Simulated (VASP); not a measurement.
# GaN (P6_3mc) in VASP: further runs

GaN is run at these levels: r2SCAN; tasks: phonons.

All numbers are computed with VASP 6.6.1; they aren't measurements. Logs are shortened: lines on timing, memory, paths and dates and some standing lists are left out, and cuts for length are marked.

## (1) The cell of the first run

The structure is hexagonal, space group P6_3mc (No. 186). The conventional cell has a = 3.148 Å, b = 3.148 Å, c = 5.127 Å, α = 90.00°, β = 90.00°, γ = 120.00°. Ga (site symmetry 3m) has 4 N at 1.92 to 1.93 Å within 2.6 Å. Within 2.6 Å of N (site symmetry 3m) lie 4 Ga at 1.92 to 1.93 Å.

## (2) Phonons, r2SCAN

File INCAR:

```
PREC = Accurate
ENCUT = 520
EDIFF = 1E-8
ISMEAR = 0
SIGMA = 0.01
LREAL = False
LASPH = True
NELM = 60
ALGO = Normal
ISIF = 2
LWAVE = False
LCHARG = False
METAGGA = R2SCAN
LMIXTAU = True
IBRION = 6
NFREE = 2
POTIM = 0.015
NSW = 1
```

File KPOINTS:

```
Automatic mesh
0
Gamma
  8 8 4
```

File POSCAR:

```
GaN
1.0
    3.1481827908      0.0000000000      0.0000000000
   -1.5740913954      2.7264062726      0.0000000000
    0.0000000000      0.0000000000      5.1267502129
Ga N
2 2
Direct
    0.3333333333      0.6666666667     -0.0008415289
    0.6666666667      0.3333333333      0.4991584711
    0.3333333333      0.6666666667      0.3758415289
    0.6666666667      0.3333333333      0.8758415289
```

Potentials or basis: VASP PAW PBE potentials, release 64 (Ga_d, N).

The run is started by

```
> cat potpaw_PBE.64/Ga_d/POTCAR potpaw_PBE.64/N/POTCAR > POTCAR
> mpirun -np 1 vasp_std > vasp.out
```

OUTCAR:

```text
PREC = Accurate
   ENCUT = 520
   EDIFF = 1E-8
   ISMEAR = 0
   LREAL = False
   LASPH = True
   NELM = 60
   ISIF = 2
   METAGGA = R2SCAN
   IBRION = 6
   NFREE = 2
   POTIM = 0.015
   NSW = 1

 ion  position               nearest neighbor table
   1  0.333  0.667  0.999-   4 1.92   4 1.92   4 1.92   3 1.93
   2  0.667  0.333  0.499-   3 1.92   3 1.92   3 1.92   4 1.93
   3  0.333  0.667  0.376-   2 1.92   2 1.92   2 1.92   1 1.93
   4  0.667  0.333  0.876-   1 1.92   1 1.92   1 1.92   2 1.93

  LATTYP: Found a hexagonal cell.
 ALAT       =     3.1481827908
 C/A-ratio  =     1.6284792064

  Lattice vectors:

 A1 = (   3.1481827908,   0.0000000000,   0.0000000000)
 A2 = (  -1.5740913954,   2.7264062726,   0.0000000000)
 A3 = (   0.0000000000,   0.0000000000,   5.1267502129)

Analysis of symmetry for initial positions (statically):
=====================================================================
 Subroutine PRICEL returns:
 Original cell was already a primitive cell.

 Routine SETGRP: Setting up the symmetry group for a
 hexagonal supercell.

 Subroutine GETGRP returns: Found 12 space group operations
 (whereof  6 operations were pure point group operations)
 out of a pool of 24 trial point group operations.

The static configuration has the point symmetry C_3v.
 The point group associated with its full space group is C_6v.

Analysis of symmetry for dynamics (positions and initial velocities):
=====================================================================
 Subroutine PRICEL returns:
 Original cell was already a primitive cell.

 Routine SETGRP: Setting up the symmetry group for a
 hexagonal supercell.

 Subroutine GETGRP returns: Found 12 space group operations
 (whereof  6 operations were pure point group operations)
 out of a pool of 24 trial point group operations.

The dynamic configuration has the point symmetry C_3v.
 The point group associated with its full space group is C_6v.

 Subroutine INISYM returns: Found 12 space group operations
 (whereof  6 operations are pure point group operations),
 and found     1 'primitive' translations

----------------------------------------------------------------------------------------

                                     Primitive cell

  volume of cell :      44.0041

  direct lattice vectors                    reciprocal lattice vectors
     3.148182791  0.000000000  0.000000000     0.317643563  0.183391597  0.000000000
    -1.574091395  2.726406273  0.000000000     0.000000000  0.366783194  0.000000000
     0.000000000  0.000000000  5.126750213     0.000000000  0.000000000  0.195055339

  length of vectors
     3.148182791  3.148182791  5.126750213     0.366783194  0.366783194  0.195055339

  position of ions in fractional coordinates (direct lattice)
     0.333333333  0.666666667  0.999158471
     0.666666667  0.333333333  0.499158471
     0.333333333  0.666666667  0.375841529
     0.666666667  0.333333333  0.875841529

  ion indices of the primitive-cell ions
   primitive index   ion index
                 1           1
                 2           2
                 3           3
                 4           4

----------------------------------------------------------------------------------------

 KPOINTS: Automatic mesh

Automatic generation of k-mesh.
 Grid dimensions read from file:
 generate k-points for:    8    8    4

 Generating k-lattice:

  Cartesian coordinates                     Fractional coordinates (reciprocal lattice)
     0.039705445  0.022923950  0.000000000     0.125000000  0.000000000  0.000000000
     0.000000000  0.045847899  0.000000000     0.000000000  0.125000000  0.000000000
     0.000000000  0.000000000  0.048763835     0.000000000  0.000000000  0.250000000

  Length of vectors
     0.045847899  0.045847899  0.048763835

  Shift w.r.t. Gamma in fractional coordinates (k-lattice)
     0.000000000  0.000000000  0.000000000

 Subroutine IBZKPT returns following result:
 ===========================================

 Found     30 irreducible k-points:

 Following reciprocal coordinates:
            Coordinates               Weight
  0.000000  0.000000  0.000000      1.000000
  0.125000  0.000000  0.000000      6.000000
  0.250000  0.000000  0.000000      6.000000
  0.375000  0.000000  0.000000      6.000000
  0.500000  0.000000  0.000000      3.000000
  0.125000  0.125000  0.000000      6.000000
[... 16 lines left out ...]
  0.250000  0.000000  0.500000      6.000000
  0.375000  0.000000  0.500000      6.000000
 [... further k-points ...]
   k-points           NKPTS =     30   k-points in BZ     NKDIM =     30   number of bands    NBANDS=     22
   number of dos      NEDOS =    301   number of ions     NIONS =      4
   total plane-waves  NPLWV =  23040
   dimension x,y,z NGX =    24 NGY =   24 NGZ =   40
   dimension x,y,z NGXF=    48 NGYF=   48 NGZF=   80
   ions per type =               2   2
   NGX,Y,Z   is equivalent  to a cutoff of  12.67, 12.67, 12.97 a.u.
   NGXF,Y,Z  is equivalent  to a cutoff of  25.35, 25.35, 25.94 a.u.
 SYSTEM =  unknown system
   PREC   = accura    normal or accurate (medium, high low for compatibility)
   ISTART =      0    job   : 0-new  1-cont  2-samecut
   ICHARG =      2    charge: 1-file 2-atom 10-const
   ISPIN  =      1    spin polarized calculation?
   LNONCOLLINEAR =      F non collinear calculations
   LSORBIT =      F    spin-orbit coupling
   LASPH  =      T    aspherical Exc in radial PAW
   ENCUT  =  520.0 eV  38.22 Ry    6.18 a.u.   5.85  5.85  9.53*2*pi/ulx,y,z
   NELM   =     60;   NELMIN=  2; NELMDL= -5     # of ELM steps
   EDIFF  = 0.1E-07   stopping-criterion for ELM
   LREAL  =      F    real-space projection
   EDIFFG = 0.1E-06   stopping-criterion for IOM
   NSW    =     85    number of steps for IOM
   IBRION =      6    ionic relax: 0-MD 1-quasi-New 2-CG
   NFREE  =      2    steps in history (QN), initial steepest desc. (CG)
   ISIF   =      2    stress and relaxation
   ISYM   =      2    0-nonsym 1-usesym 2-fastsym
   POTIM  = 0.0150    time-step for ionic-motion
   TEBEG  =    0.0;   TEEND  =   0.0 temperature during run
   PSTRESS=    0.0 pullay stress
   NELECT =      36.0000    total number of electrons
   NUPDOWN=      -1.0000    fix difference up-down
   EMIN   =  10.00;   EMAX   =-10.00  energy-range for DOS
   EFERMI =   0.00;   METHOD = LEGACY
   ISMEAR =     0;   SIGMA  =   0.01  broadening in eV -4-tet -1-fermi 0-gaus
   EFERMI_NEDOS =   21; number of points for ismear=-14 and -15
   IALGO  =     38    algorithm
   IMIX   =      4    mixing-type and parameters
     AMIX     =   0.40;   BMIX     =  1.00
     AMIX_MAG =   1.60;   BMIX_MAG =  1.00
  volume/ion in A,a.u.               =      11.00        74.24
  Fermi-wavevector in a.u.,A,eV,Ry     =   1.531128  2.893412 31.896850  2.344352
  Thomas-Fermi vector in A             =   2.638515
   LORBIT       =      0    0 simple, 1 ext, 2 COOP (PROOUT), +10 PAW based schemes
   METAGGA = R2SCAN    functional components
   LHFCALC =     F    Hartree Fock is set to
   AEXX    =    0.0000 exact exchange contribution
   IVDW    =     0    specifies the selected vdW correction
   LEPSILON=     F    determine dielectric tensor
   LRPA    =     F    only Hartree local field effects (RPA)
 finite differences with symmetry
 non-spin polarized calculation
 Gauss-broadening in eV      SIGMA  =   0.01
  energy-cutoff  :      520.00
  volume of cell :       44.00
 maximum number of plane-waves:      1200
 NGX is ok and might be reduce to    24
   NGX = 11   NGY = 11   NGZ = 19

--------------------------------------- Ionic step        1  -------------------------------------------

 number of electron      36.0000035 magnetization

 Free energy of the ion-electron system (eV)
  ---------------------------------------------------
  ext. energy  EPLUGINS =         0.00000000
  ---------------------------------------------------
  free energy    TOTEN  =       -43.77724363 eV

  energy without entropy =      -43.77724363  energy(sigma->0) =      -43.77724363

------------------------ aborting loop because EDIFF is reached ----------------------------------------

  FORCE on cell =-STRESS in cart. coord.  units (eV):
  Direction    XX          YY          ZZ          XY          YZ          ZX
  --------------------------------------------------------------------------------------
  -------------------------------------------------------------------------------------
  Total        2.2693792      2.2693792      2.2152105      0.0000000      0.0000000     -0.0000000
  in kB       82.6275718     82.6275718     80.6553000      0.0000000      0.0000000     -0.0000000
  external PRESSURE =      81.9701479 kB  Pullay stress =       0.0000000 kB
[... 289 lines left out ...]
  energy  without entropy=      -43.7750396348  energy(sigma->0) =      -43.77503963

--------------------------------------- Ionic step        9  -------------------------------------------

 number of electron      36.0000035 magnetization

 Free energy of the ion-electron system (eV)
  ---------------------------------------------------
  ext. energy  EPLUGINS =         0.00000000
  ---------------------------------------------------
  free energy    TOTEN  =       -43.77483161 eV

  energy without entropy =      -43.77483161  energy(sigma->0) =      -43.77483161

 E-fermi :   5.5984     XC(G=0): -12.8607

 val. band max:        5.4775848752   @ k =   0.0000   0.0000   0.0000
 cond. band min:       8.0405709206   @ k =   0.0000   0.0000   0.0000
 fundamental gap:      2.5629860454
 Fermi energy:         5.5984480619

 k-point     1 :       0.0000    0.0000    0.0000
  band No.  band energies     occupation
      1     -11.6367      2.00000
      2     -10.5243      2.00000
      3      -8.3925      2.00000
      4      -8.3700      2.00000
      5      -8.3700      2.00000
      6      -8.2914      2.00000
[... 574 lines left out ...]
      6      -8.1735      2.00000
[... 14 lines left out ...]
     21      14.1405      0.00000
     22      14.2573      0.00000

 [... further k-points ...]

------------------------ aborting loop because EDIFF is reached ----------------------------------------

  FORCE on cell =-STRESS in cart. coord.  units (eV):
  Direction    XX          YY          ZZ          XY          YZ          ZX
  --------------------------------------------------------------------------------------
  -------------------------------------------------------------------------------------
  Total        2.1709675      2.1709675      2.4175383     -0.0000000      0.0000000      0.0000000
  in kB       79.0444243     79.0444243     88.0220081     -0.0000000      0.0000000      0.0000000
  external PRESSURE =      82.0369522 kB  Pullay stress =       0.0000000 kB
[... 19 lines left out ...]
  FREE ENERGIE OF THE ION-ELECTRON SYSTEM (eV)
  ---------------------------------------------------
  free  energy   TOTEN  =       -43.7748316139 eV

  energy  without entropy=      -43.7748316139  energy(sigma->0) =      -43.77483161

 INTERNAL STRAIN TENSORS FROM DISPLACED ATOMS
 ============================================

 INTERNAL STRAIN TENSOR FOR ION    1 for displacements in x,y,z  (eV/Angst):
          X           Y           Z          XY          YZ          ZX
  --------------------------------------------------------------------------------
  x    -0.00000     0.00000    -0.00000   -10.12654    -0.00000    -6.95288
  y   -10.12654    10.12654     0.00000    -0.00000    -6.95302     0.00000
  z    -6.74177    -6.74177    13.02025     0.00000     0.00000     0.00000

 INTERNAL STRAIN TENSOR FOR ION    4 for displacements in x,y,z  (eV/Angst):
          X           Y           Z          XY          YZ          ZX
  --------------------------------------------------------------------------------
  x     0.00000    -0.00000     0.00000    11.59887     0.00000     6.82795
  y    11.59887   -11.59887    -0.00000     0.00000     6.82809     0.00000
  z     6.65800     6.65800   -12.75505     0.00000     0.00000     0.00000

 Eigenvectors and eigenvalues of the dynamical matrix
 ----------------------------------------------------

   1 f  =   21.896716 THz   137.581123 2PiTHz  730.395819 cm-1    90.557499 meV
             X         Y         Z           dx          dy          dz
     -0.000000  1.817604  5.122436    -0.000000   -0.000000    0.046286
      1.574091  0.908802  2.559061    -0.000000   -0.000000   -0.046286
     -0.000000  1.817604  1.926846    -0.000000   -0.000000   -0.705590
      1.574091  0.908802  4.490221     0.000000    0.000000    0.705590

   2 f  =   17.952441 THz   112.798516 2PiTHz  598.828986 cm-1    74.245298 meV
             X         Y         Z           dx          dy          dz
     -0.000000  1.817604  5.122436     0.000001    0.248059   -0.000000
      1.574091  0.908802  2.559061    -0.000001   -0.248059   -0.000000
     -0.000000  1.817604  1.926846     0.000003    0.662168    0.000000
      1.574091  0.908802  4.490221    -0.000003   -0.662168    0.000000
[... 64 lines left out ...]
  12 f/i=    0.022256 THz     0.139840 2PiTHz    0.742386 cm-1     0.092044 meV
             X         Y         Z           dx          dy          dz
     -0.000000  1.817604  5.122436    -0.638844   -0.093471    0.000000
      1.574091  0.908802  2.559061    -0.638844   -0.093471    0.000000
     -0.000000  1.817604  1.926846    -0.285306   -0.041744    0.000000
      1.574091  0.908802  4.490221    -0.285306   -0.041744    0.000000

 ELASTIC MODULI CONTR FROM IONIC RELAXATION (kBar)
 Direction    XX          YY          ZZ          XY          YZ          ZX
 --------------------------------------------------------------------------------
 XX        -854.0865    374.2139    461.5314     -0.0000     -0.0000     -0.0000
 YY         374.2139   -854.0865    461.5314      0.0000      0.0000      0.0000
 ZZ         461.5314    461.5314   -887.7823     -0.0000      0.0000     -0.0000
 XY          -0.0000      0.0000     -0.0000   -614.1502     -0.0000     -0.0000
 YZ          -0.0000      0.0000      0.0000     -0.0000   -235.3253     -0.0000
 ZX          -0.0000      0.0000     -0.0000     -0.0000     -0.0000   -235.3155
 --------------------------------------------------------------------------------
```

It took 13 min on 1 thread of Intel Xeon 6975P-C (Granite Rapids), shared host; peak memory 0.32 GiB.

What came out:

| Item | Value |
| --- | --- |
| Highest phonon frequency at Γ, LO-TO splitting left out | 730 cm⁻¹ |

Phonon frequencies in cm⁻¹ (negative: imaginary):
```
              q point                                  frequencies
(0.000, 0.000, 0.000)  -1 -1 0 137 137 349 564 586 586 599 599 730
```

Caveat: the cell stands under pressure or tension, which shifts response properties; the PAW data sets were made with another functional, which shifts forces and pressure a little.

(Continued in part 2 of 2.)
